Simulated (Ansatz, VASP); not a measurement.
## One calculation of Al, two programs

```
Al
1.0
     2.83316    0.00000    0.00000
    -1.41658    2.45359    0.00000
     0.00000    0.00000    8.93691
Al
4
Cartesian
  0.0000 0.0000 0.0000
  0.0000 1.6357 2.2342
  0.0000 0.0000 4.4685
  1.4166 0.8179 6.7027
```

Alike in both runs: task single point; functional PBE; dispersion D3(BJ); k mesh 18 × 18 × 6; occupations gaussian, width 0.15 eV; no spin polarisation.

```csv
,VASP,Ansatz
version,VASP 6.6.1,Ansatz 0.2.0
potentials or method,"VASP PAW PBE potentials, release 64 (Al), cutoff 520 eV","scalar-relativistic, plane waves, PAW"
valence electrons in the cell,12,12
```

|  | VASP | Ansatz | Ansatz less VASP |
| --- | --- | --- | --- |
| gap on the k mesh at the Fermi level (eV) | none | none | - |
| pressure (GPa) | 1.9 | 1.9 | 0.00 |
| traceless stress, the component that is largest in VASP (GPa) | 2.64 | 2.64 | -0.005 |

A gap of «none» marks a metal or a gap that the smearing closes.
